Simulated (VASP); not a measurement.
Write the native input for VASP 6.6.1 that does the following.

```yaml
Task: electric field gradients
Functional: PBEsol
Potentials_or_basis: VASP PAW PBE potentials, release 64 (Tc_pv)
Cutoff: 520 eV
k_mesh: 18 × 18 × 18
Occupations: fermi-dirac, width 0.03 eV
Spin: no spin polarisation
Dipole_correction: no
Further_INCAR_settings: ALGO = Normal; EDIFF = 1e-08; NBANDS = 12
```

The structure of Tc lies in POSCAR:

```
Tc
1.0
    0.0000000000      1.9110000000      1.9500000000
    1.9110000000      0.0000000000      1.9500000000
    1.9110000000      1.9110000000      0.0000000000
Tc
1
Direct
    0.0000000000      0.0000000000      0.0000000000
```

This cell differs from its parent crystal: equal xx and yy strain of -2 %.

One way to write it, as run:

INCAR

```
SYSTEM = Tc
  PREC = Accurate
  ENCUT = 520
  EDIFF = 1E-8
  ISMEAR = -1
  SIGMA = 0.03
  LREAL = .FALSE.
  LASPH = .TRUE.
  NELM = 80
  ALGO = Normal
  ISIF = 2
  LWAVE = .FALSE.
  LCHARG = .FALSE.
  GGA = PS
  LEFG = .TRUE.
  NBANDS = 12
```

KPOINTS

```
regular mesh
0
G
  18 18 18
  0 0 0
```

Potentials or basis: VASP PAW PBE potentials, release 64 (Tc_pv).

The run is started by

```bash
$ cat potpaw_PBE.64/Tc_pv/POTCAR > POTCAR
$ mpirun -np 1 vasp_std > vasp.out
```

It gave:

```yaml
Pressure: -4.4 GPa
```

Caveat: the cell differs from its parent crystal (equal xx and yy strain of -2 %); without QUAD_EFG the Cq values of the log hold for a quadrupole moment of 1 mb, not for the nuclei; the PAW data sets were made with another functional, which shifts forces and pressure a little.

It took 24 s on 1 thread of Intel(R) Xeon(R) 6975P-C (Granite Rapids) (shared host), peak memory 0.19 GiB.
